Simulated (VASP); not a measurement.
BiTe, 2 atoms in the cell. It takes space group Fm-3m (No. 225, cubic). Conventional cell: a = 6.323 Å, b = 6.323 Å, c = 6.323 Å, α = 90.00°, β = 90.00°, γ = 90.00°. Within 4.2 Å of Bi (site symmetry m-3m) lie 6 Te at 3.16 Å. Te (site symmetry m-3m) has 6 Bi at 3.16 Å within 4.2 Å. 

- Program: VASP 6.6.1
- Task: single point
- Functional: PBEsol
- Dispersion: D3(BJ)
- Potentials or basis: VASP PAW PBE potentials, release 64 (Bi_d, Te)
- Cutoff: 520 eV
- k mesh: 7 × 7 × 7
- Occupations: fermi-dirac, width 0.05 eV
- Spin: no spin polarisation
- Dipole correction: no
- Further INCAR settings: ALGO = Normal; EDIFF = 1e-07; NBANDS = 18

Potentials or basis: VASP PAW PBE potentials, release 64 (Bi_d, Te).

Launch:

```bash
$ cat potpaw_PBE.64/Bi_d/POTCAR potpaw_PBE.64/Te/POTCAR > POTCAR
$ mpirun -np 1 vasp_std > vasp.out
```

Hardware: 1 thread of AMD EPYC 7R43 64-Core Processor (Zen 3) (shared host).

Problem. How long does it take, and how much memory?

Solution. It took 34 s on 1 thread of AMD EPYC 7R43 64-Core Processor (Zen 3), on a shared host, peak memory 0.18 GiB. Counts: scf iterations 14, k points 20.
